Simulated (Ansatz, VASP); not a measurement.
**O: VASP beside Ansatz**

The input INCAR:

```
SYSTEM = O
PREC = Accurate
ENCUT = 520
EDIFF = 1E-7
ISMEAR = -1
SIGMA = 0.1
LREAL = .FALSE.
LASPH = .TRUE.
NELM = 100
ALGO = Normal
ISIF = 2
LWAVE = .FALSE.
LCHARG = .FALSE.
GGA = B5
ALDAX = 1.0
AGGAX = 1.0
AGGAC = 1.0
ALDAC = 0.0
NBANDS = 13
```

KPOINTS

```
Automatic mesh
0
G
  7 7 5
  0 0 0
```

POSCAR

```
O
1.0
    2.8514030000     -1.6624160000      0.0000000000
    2.8514030000      1.6624160000      0.0000000000
   -2.3944910000      0.0000000000      3.6470500000
O
2
Direct
    0.0254540000      0.0254540000      0.1555740000
    0.9745460000      0.9745460000      0.8444260000
```

Input for Ansatz:

```yaml
crystal:
  lattice:
    - [2.851403, -1.662416, 0.0]
    - [2.851403, 1.662416, 0.0]
    - [-2.394491, 0.0, 3.64705]
  atoms:
    - { symbol: O, position: [0.025454000000000004, 0.025454000000000004, 0.155574] }
    - { symbol: O, position: [0.974546, 0.974546, 0.844426] }
basis:
  ecutwfc: 420.0
kpoints:
  mp_grid:
    grid: [7, 7, 5]
    shift: [0.0, 0.0, 0.0]
hamiltonian:
  xc: blyp
  pseudopotentials:
    kind: paw
scf:
  convergence:
    dr2_threshold: 1.0e-08
  occupations:
    method: fermi_dirac
    width: 0.1
output:
  stress: true
```

Alike in both runs: task single point; functional BLYP; k mesh 7 × 7 × 5; occupations fermi-dirac, width 0.1 eV; no spin polarisation.

```csv
,VASP,Ansatz
version,VASP 6.6.1,Ansatz 0.2.0
potentials or method,"VASP PAW PBE potentials, release 64 (O), cutoff 520 eV","plane waves, PAW"
valence electrons in the cell,12,12
```

VASP gave:

```
pressure (GPa)                                                : 1.8
traceless stress, the component that is largest in VASP (GPa) : 4.11
```

Estimate Ansatz's values.

pressure (GPa): -0.5; traceless stress, the component that is largest in VASP (GPa): 0.01.

VASP's potentials were made for PBE, not for BLYP. Ansatz's warnings: stress scf threshold loose.

Noted on VASP's run: the standard files for N, O and F lose accuracy on very short bonds; spin is off for a triplet molecule.
